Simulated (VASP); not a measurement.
Runs of VASP 6.6.1 on BaTiO3. The structure is cubic, space group Pm-3m (No. 221). The conventional cell has a = 4.006 Å, b = 4.006 Å, c = 4.006 Å, α = 90.00°, β = 90.00°, γ = 90.00°. Ba (site symmetry m-3m) has 12 O at 2.83 Å and 8 Ti at 3.47 Å within 3.7 Å. Ti (site symmetry m-3m) has 6 O at 2.00 Å within 2.7 Å. Within 2.7 Å of O (site symmetry 4/mmm) lie 2 Ti at 2.00 Å. 

```tsv
U	gap on the mesh (eV)	pressure (GPa)
Ti d U = 3.0 eV	2.08	5.8
Ti d U = 5.0 eV	(c)	(b)
Ti d U = 1.0 eV	1.85	4.2
Ti d U = 7.0 eV	(a)	9.0
```

Alike in all rows: task single point; level PBE+U; potentials or basis VASP PAW PBE potentials, release 64 (Ba_sv, Ti_sv, O); no spin polarisation; cell as given; k mesh 6 × 6 × 6; cutoff (eV) 520; smearing gaussian 0.01 eV.

Problem. Fill in the values left out.

Solution. (a) 2.62; (b) 7.4; (c) 2.34.

Caveats: the cell stands under pressure; spin-orbit coupling is left out, which moves the levels of the heavy elements.

A k mesh can miss the band edges, and the runs leave out spin-orbit coupling on Ba.
